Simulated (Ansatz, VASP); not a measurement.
## CuSi15: VASP beside Ansatz

```xyz
16
Lattice="0.0000 5.4370 5.4370 5.4370 0.0000 5.4370 5.4370 5.4370 0.0000" Properties=species:S:1:pos:R:3 pbc="T T T"
Cu    0.0000    0.0000    0.0000
Si    2.7185    2.7185    0.0029
Si    2.7185    0.0029    2.7185
Si    5.4341    2.7185    2.7185
Si    0.0029    2.7185    2.7185
Si    2.7185    5.4341    2.7185
Si    2.7185    2.7185    5.4341
Si    5.4370    5.4370    5.4370
Si    1.3435    1.3435    1.3435
Si    4.0935    4.0935    1.3435
Si    4.0935    1.3435    4.0935
Si    6.7964    4.0776    4.0776
Si    1.3435    4.0935    4.0935
Si    4.0776    6.7964    4.0776
Si    4.0776    4.0776    6.7964
Si    6.7964    6.7964    6.7964
```

Alike in both runs: functional PBEsol; k mesh 3 × 3 × 3; occupations gaussian, width 0.05 eV; collinear spin; Hubbard terms Cu d U = 5.0 eV.

Ansatz relaxed the structure, and its values are those at the end. VASP's run is a single point on that final structure, the one shown.

|  | VASP | Ansatz |
| --- | --- | --- |
| version | VASP 6.6.1 | Ansatz 0.2.0 |
| potentials or method | VASP PAW PBE potentials, release 64 (Cu, Si), cutoff 520 eV | scalar-relativistic, plane waves, PAW |
| valence electrons in the cell | 71 | 79 |

Ansatz gave:

* gap on the k mesh at the Fermi level (eV): none
* pressure (GPa): -1.1
* rms of the force components (eV/Å): 0.001
* net moment per atom (μB): 0.00

Estimate VASP's values.

gap on the k mesh at the Fermi level (eV): none; pressure (GPa): -1.2; rms of the force components (eV/Å): 0.020; net moment per atom (μB): 0.00.

VASP's potentials were made for PBE, not for PBEsol. The programs project onto different local orbitals, so the same U acts differently, and such runs can settle in different states. A gap of «none» marks a metal or a gap that the smearing closes. VASP's potentials hold 71 valence electrons a cell and Ansatz's 79, so a difference there can come from the potentials and not from the codes. Ansatz's warnings: filled band counts differ across k points, seeded moment not kept, stress scf threshold loose.
